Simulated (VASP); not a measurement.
# Si2MoAu2 (I4/mmm) in VASP: single point with PBE

Aim: the single point of Si2MoAu2 with PBE.

All numbers are computed with VASP 6.6.1; they aren't measurements. Logs are shortened: lines on timing, memory, paths and dates and some standing lists are left out, and cuts for length are marked.

## 1. The cell of the first run

The structure is tetragonal, space group I4/mmm (No. 139). The conventional cell has a = 4.121 Å, b = 4.121 Å, c = 9.573 Å, α = 90.00°, β = 90.00°, γ = 90.00°. Au (site symmetry -4m2) has 4 Si at 2.46 Å and 4 Au at 2.91 Å and 4 Mo at 3.16 Å within 3.2 Å. Mo (site symmetry 4/mmm) has 10 Si at 3.10 to 3.73 Å and 8 Au at 3.16 Å within 4.1 Å. Within 2.8 Å of Si (site symmetry 4mm) lie 1 Si at 2.11 Å and 4 Au at 2.46 Å.

## 2. Single point, PBE

File INCAR:

```
SYSTEM = Si2MoAu2
ALGO = Normal
EDIFF = 1E-6
ENCUT = 520
GGA = PE
ISIF = 2
ISMEAR = -1
LASPH = .True.
LCHARG = .True.
LELF = .True.
LREAL = .False.
LVHAR = .True.
LWAVE = .False.
NBANDS = 30
NELM = 80
PREC = Accurate
SIGMA = 0.1
```

File KPOINTS:

```
k-points
0
Gamma
  9 9 9
  0 0 0
```

File POSCAR:

```
Si2MoAu2
1.0
    0.0000000000      4.1206350000      0.0000000000
    4.1206350000      0.0000000000      0.0000000000
    2.0603170000      2.0603170000     -4.7862610000
Au Mo Si
2 1 2
Direct
    0.7500000000      0.2500000000      0.5000000000
    0.2500000000      0.7500000000      0.5000000000
    0.0000000000      0.0000000000      0.0000000000
    0.3900000000      0.3900000000      0.2200000000
    0.6100000000      0.6100000000      0.7800000000
```

Potentials or basis: VASP PAW PBE potentials, release 64 (Au, Mo_sv, Si).

Run with:

```console
$ cat potpaw_PBE.64/Au/POTCAR potpaw_PBE.64/Mo_sv/POTCAR potpaw_PBE.64/Si/POTCAR > POTCAR
$ mpirun -np 1 vasp_std > vasp.out
```

OUTCAR:

```text
SYSTEM = Si2MoAu2
   EDIFF = 1E-6
   ENCUT = 520
   GGA = PE
   ISIF = 2
   ISMEAR = -1
   LASPH = .True.
   LREAL = .False.
   NELM = 80
   PREC = Accurate

 ion  position               nearest neighbor table
   1  0.750  0.250  0.500-   4 2.46   5 2.46   4 2.46   5 2.46   2 2.91   2 2.91   2 2.91   2 2.91
                             3 3.16   3 3.16   3 3.16   3 3.16
   2  0.250  0.750  0.500-   4 2.46   5 2.46   4 2.46   5 2.46   1 2.91   1 2.91   1 2.91   1 2.91
                             3 3.16   3 3.16   3 3.16   3 3.16
   3  0.000  0.000  0.000-   4 3.10   5 3.10   5 3.10   5 3.10   4 3.10   4 3.10   5 3.10   4 3.10
                             2 3.16   1 3.16   2 3.16   1 3.16   1 3.16   2 3.16   2 3.16   1 3.16
   4  0.390  0.390  0.220-   5 2.11   2 2.46   1 2.46   2 2.46   1 2.46   3 3.10   3 3.10   3 3.10
                             3 3.10
   5  0.610  0.610  0.780-   4 2.11   2 2.46   1 2.46   1 2.46   2 2.46   3 3.10   3 3.10   3 3.10
                             3 3.10

  LATTYP: Found a body centered tetragonal cell.
 ALAT       =     4.1206350000
 C/A-ratio  =     2.3230696240

  Lattice vectors:

 A1 = (  -2.0603170000,   2.0603180000,   4.7862610000)
 A2 = (   2.0603180000,  -2.0603170000,   4.7862610000)
 A3 = (   2.0603170000,   2.0603170000,  -4.7862610000)

Analysis of symmetry for initial positions (statically):
=====================================================================
 Subroutine PRICEL returns:
 Original cell was already a primitive cell.

 Routine SETGRP: Setting up the symmetry group for a
 body centered tetragonal supercell.

 Subroutine GETGRP returns: Found 16 space group operations
 (whereof 16 operations were pure point group operations)
 out of a pool of 16 trial point group operations.

The static configuration has the point symmetry D_4h.

Analysis of symmetry for dynamics (positions and initial velocities):
=====================================================================
 Subroutine PRICEL returns:
 Original cell was already a primitive cell.

 Routine SETGRP: Setting up the symmetry group for a
 body centered tetragonal supercell.

 Subroutine GETGRP returns: Found 16 space group operations
 (whereof 16 operations were pure point group operations)
 out of a pool of 16 trial point group operations.

The dynamic configuration has the point symmetry D_4h.

 Subroutine INISYM returns: Found 16 space group operations
 (whereof 16 operations are pure point group operations),
 and found     1 'primitive' translations

----------------------------------------------------------------------------------------

                                     Primitive cell

  volume of cell :      81.2690

  direct lattice vectors                    reciprocal lattice vectors
     0.000000000  4.120635000  0.000000000     0.000000000  0.242681043  0.104465653
     4.120635000  0.000000000  0.000000000     0.242681043  0.000000000  0.104465653
     2.060317000  2.060317000 -4.786261000     0.000000000  0.000000000 -0.208931356

  length of vectors
     4.120635000  4.120635000  5.603401346     0.264210449  0.264210449  0.208931356

  position of ions in fractional coordinates (direct lattice)
     0.750000000  0.250000000  0.500000000
     0.250000000  0.750000000  0.500000000
     0.000000000  0.000000000  0.000000000
     0.390000000  0.390000000  0.220000000
     0.610000000  0.610000000  0.780000000

  ion indices of the primitive-cell ions
   primitive index   ion index
                 1           1
                 2           2
                 3           3
                 4           4
                 5           5

----------------------------------------------------------------------------------------

 KPOINTS: k-points

Automatic generation of k-mesh.
 Grid dimensions read from file:
 generate k-points for:    9    9    9

 Generating k-lattice:

  Cartesian coordinates                     Fractional coordinates (reciprocal lattice)
     0.000000000  0.026964560  0.011607295     0.111111111  0.000000000  0.000000000
     0.026964560  0.000000000  0.011607295     0.000000000  0.111111111  0.000000000
     0.000000000  0.000000000 -0.023214595     0.000000000  0.000000000  0.111111111

  Length of vectors
     0.029356717  0.029356717  0.023214595

  Shift w.r.t. Gamma in fractional coordinates (k-lattice)
     0.000000000  0.000000000  0.000000000

 Subroutine IBZKPT returns following result:
 ===========================================

 Found     75 irreducible k-points:

 Following reciprocal coordinates:
            Coordinates               Weight
  0.000000  0.000000  0.000000      1.000000
  0.111111  0.000000  0.000000      8.000000
  0.222222  0.000000  0.000000      8.000000
  0.333333  0.000000  0.000000      8.000000
  0.444444  0.000000  0.000000      8.000000
  0.111111  0.111111  0.000000      8.000000
[... 16 lines left out ...]
 -0.333333  0.333333  0.000000      4.000000
  0.444444  0.444444  0.000000      8.000000
 [... further k-points ...]
   k-points           NKPTS =     75   k-points in BZ     NKDIM =     75   number of bands    NBANDS=     30
   number of dos      NEDOS =    301   number of ions     NIONS =      5
   total plane-waves  NPLWV =  43008
   dimension x,y,z NGX =    32 NGY =   32 NGZ =   42
   dimension x,y,z NGXF=    64 NGYF=   64 NGZF=   84
   ions per type =               2   1   2
   NGX,Y,Z   is equivalent  to a cutoff of  12.91, 12.91, 12.46 a.u.
   NGXF,Y,Z  is equivalent  to a cutoff of  25.82, 25.82, 24.92 a.u.
 SYSTEM =  Si2MoAu2
   PREC   = accura    normal or accurate (medium, high low for compatibility)
   ISTART =      0    job   : 0-new  1-cont  2-samecut
   ICHARG =      2    charge: 1-file 2-atom 10-const
   ISPIN  =      1    spin polarized calculation?
   LNONCOLLINEAR =      F non collinear calculations
   LSORBIT =      F    spin-orbit coupling
   LASPH  =      T    aspherical Exc in radial PAW
   ENCUT  =  520.0 eV  38.22 Ry    6.18 a.u.   7.66  7.66 10.42*2*pi/ulx,y,z
   NELM   =     80;   NELMIN=  2; NELMDL= -5     # of ELM steps
   EDIFF  = 0.1E-05   stopping-criterion for ELM
   LREAL  =      F    real-space projection
   EDIFFG = 0.1E-04   stopping-criterion for IOM
   NSW    =      0    number of steps for IOM
   IBRION =     -1    ionic relax: 0-MD 1-quasi-New 2-CG
   NFREE  =      0    steps in history (QN), initial steepest desc. (CG)
   ISIF   =      2    stress and relaxation
   ISYM   =      2    0-nonsym 1-usesym 2-fastsym
   POTIM  = 0.5000    time-step for ionic-motion
   TEBEG  =    0.0;   TEEND  =   0.0 temperature during run
   PSTRESS=    0.0 pullay stress
   NELECT =      44.0000    total number of electrons
   NUPDOWN=      -1.0000    fix difference up-down
   EMIN   =  10.00;   EMAX   =-10.00  energy-range for DOS
   EFERMI =   0.00;   METHOD = LEGACY
   ISMEAR =    -1;   SIGMA  =   0.10  broadening in eV -4-tet -1-fermi 0-gaus
   EFERMI_NEDOS =   21; number of points for ismear=-14 and -15
   IALGO  =     38    algorithm
   IMIX   =      4    mixing-type and parameters
     AMIX     =   0.40;   BMIX     =  1.00
     AMIX_MAG =   1.60;   BMIX_MAG =  1.00
  volume/ion in A,a.u.               =      16.25       109.69
  Fermi-wavevector in a.u.,A,eV,Ry     =   1.334292  2.521446 24.222925  1.780335
  Thomas-Fermi vector in A             =   2.463085
   LORBIT       =      0    0 simple, 1 ext, 2 COOP (PROOUT), +10 PAW based schemes
   GGA     = PE    functional components
   LHFCALC =     F    Hartree Fock is set to
   AEXX    =    0.0000 exact exchange contribution
   IVDW    =     0    specifies the selected vdW correction
   LEPSILON=     F    determine dielectric tensor
   LRPA    =     F    only Hartree local field effects (RPA)
 non-spin polarized calculation
  energy-cutoff  :      520.00
  volume of cell :       81.27
 maximum number of plane-waves:      2225
   NGX = 15   NGY = 15   NGZ = 21

 number of electron      44.0000004 magnetization

 Free energy of the ion-electron system (eV)
  ---------------------------------------------------
  ext. energy  EPLUGINS =         0.00000000
  ---------------------------------------------------
  free energy    TOTEN  =       -25.54975070 eV

  energy without entropy =      -25.37962892  energy(sigma->0) =      -25.46468981

 E-fermi :  10.6438     XC(G=0): -12.0433

 val. band max:       10.6426982424   @ k =   0.2222   0.2222   0.0000
 cond. band min:      10.6444636403   @ k =   0.2222   0.2222   0.1111
 fundamental gap:      0.0017653978
 Fermi energy:        10.6438125175

 k-point     1 :       0.0000    0.0000    0.0000
  band No.  band energies     occupation
      1     -50.5695      2.00000
      2     -24.6849      2.00000
      3     -24.6849      2.00000
      4     -24.5686      2.00000
      5      -2.2683      2.00000
      6       0.7794      2.00000
[... 22 lines left out ...]
     29      15.3223      0.00000
     30      16.5731      0.00000

 k-point     2 :       0.1111    0.0000    0.0000
  band No.  band energies     occupation
      1     -50.5694      2.00000
      2     -24.6864      2.00000
      3     -24.6847      2.00000
      4     -24.5685      2.00000
      5      -2.1432      2.00000
      6       0.7990      2.00000
[... 22 lines left out ...]
     29      15.8820      0.00000
     30      16.1739      0.00000

 k-point     3 :       0.2222    0.0000    0.0000
  band No.  band energies     occupation
      1     -50.5693      2.00000
      2     -24.6902      2.00000
      3     -24.6844      2.00000
      4     -24.5684      2.00000
      5      -1.7885      2.00000
      6       0.8325      2.00000
[... 22 lines left out ...]
     29      15.4684      0.00000
     30      16.5189      0.00000

 k-point     4 :       0.3333    0.0000    0.0000
  band No.  band energies     occupation
      1     -50.5692      2.00000
      2     -24.6946      2.00000
      3     -24.6839      2.00000
      4     -24.5682      2.00000
      5      -1.2809      2.00000
      6       0.8046      2.00000
[... 616 lines left out ...]
     29      15.0753      0.00000
     30      17.6826      0.00000

 k-point    23 :      -0.3333    0.3333    0.0000
  band No.  band energies     occupation
      1     -50.5689      2.00000
      2     -24.6938      2.00000
      3     -24.6931      2.00000
      4     -24.5673      2.00000
      5      -0.8373      2.00000
      6       1.4256      2.00000
[... 22 lines left out ...]
     29      15.4828      0.00000
     30      17.3250      0.00000

 k-point    24 :       0.4444    0.4444    0.0000
  band No.  band energies     occupation
      1     -50.5687      2.00000
      2     -24.6961      2.00000
      3     -24.6955      2.00000
      4     -24.5670      2.00000
      5      -0.3888      2.00000
      6       1.3488      2.00000
[... 22 lines left out ...]
     29      14.1159      0.00000
     30      17.3687      0.00000

 [... further k-points ...]
[... 5 lines left out ...]
  --------------------------------------------------------------------------------------
  -------------------------------------------------------------------------------------
  Total        1.8229937      1.8229937      6.6700501      0.0000000      0.0000007      0.0000007
  in kB       35.9394218     35.9394218    131.4967466      0.0000000      0.0000137      0.0000137
  external PRESSURE =      67.7918634 kB  Pullay stress =       0.0000000 kB

 VOLUME and BASIS-vectors are now :
 -----------------------------------------------------------------------------
  energy-cutoff  :      520.00
  volume of cell :       81.27
      direct lattice vectors                 reciprocal lattice vectors
     0.000000000  4.120635000  0.000000000     0.000000000  0.242681043  0.104465653
     4.120635000  0.000000000  0.000000000     0.242681043  0.000000000  0.104465653
     2.060317000  2.060317000 -4.786261000     0.000000000  0.000000000 -0.208931356

 POSITION                                       TOTAL-FORCE (eV/Angst)
 -----------------------------------------------------------------------------------
      2.06032      4.12063     -2.39313        -0.000000     -0.000000      0.000000
      4.12063      2.06032     -2.39313         0.000000      0.000000      0.000000
      0.00000      0.00000      0.00000         0.000000      0.000000      0.000000
      2.06032      2.06032     -1.05298        -0.000000     -0.000000     -0.674653
      4.12063      4.12063     -3.73328         0.000000      0.000000      0.674653
 -----------------------------------------------------------------------------------
    total drift:                               -0.000000     -0.000000     -0.000000

  FREE ENERGIE OF THE ION-ELECTRON SYSTEM (eV)
  ---------------------------------------------------
  free  energy   TOTEN  =       -25.5497507044 eV

  energy  without entropy=      -25.3796289202  energy(sigma->0) =      -25.46468981
```

Wall time 89 s (1 thread of Intel Xeon Platinum 8488C (Sapphire Rapids), shared host); peak memory 0.31 GiB.

Results:

```
Free energy            : -25.5498 eV
Pressure               : 6.8 GPa
Largest force          : 0.675 eV/Å
Band gap on the k mesh : zero (band 22 reaches 10.96 eV, above the bottom of band 23 at 10.39 eV)
```

Forces on the atoms (eV/Å):
```
Au   0.000  0.000  0.000
Au   0.000  0.000  0.000
Mo   0.000  0.000  0.000
Si   0.000  0.000 -0.675
Si   0.000  0.000  0.675
```

Stress tensor (GPa, compression positive):
```
 3.59  0.00  0.00
 0.00  3.59  0.00
 0.00  0.00 13.15
```

Caveat: spin-orbit coupling is left out, which moves the levels of the heavy elements.
